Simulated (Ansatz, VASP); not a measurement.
**W in VASP and in Ansatz**

```
CELL_PARAMETERS angstrom
-1.50312 1.50312 1.80374
1.50312 -1.50312 1.80374
1.50312 1.50312 -1.80374
ATOMIC_POSITIONS crystal
W 0.00000 0.00000 0.00000
```

Alike in both runs: task single point; functional LDA; k mesh 24 × 24 × 24; occupations gaussian, width 0.15 eV; no spin polarisation.

|  | VASP | Ansatz |
| --- | --- | --- |
| version | VASP 6.6.1 | Ansatz 0.2.0 |
| potentials or method | VASP PAW LDA potentials, release 64 (W_sv), cutoff 520 eV | scalar-relativistic, plane waves, PAW |
| valence electrons in the cell | 14 | 14 |

VASP gave:

* gap on the k mesh at the Fermi level (eV): none
* pressure (GPa): -11.6
* traceless stress, the component that is largest in VASP (GPa): -19.83

Which values does Ansatz return?

gap on the k mesh at the Fermi level (eV): none; pressure (GPa): -13.1; traceless stress, the component that is largest in VASP (GPa): -19.73.

LDA's correlation is that of Perdew and Zunger in VASP and of Perdew and Wang (1992) in Ansatz. A gap of «none» marks a metal or a gap that the smearing closes.

Spin-orbit coupling is off throughout.
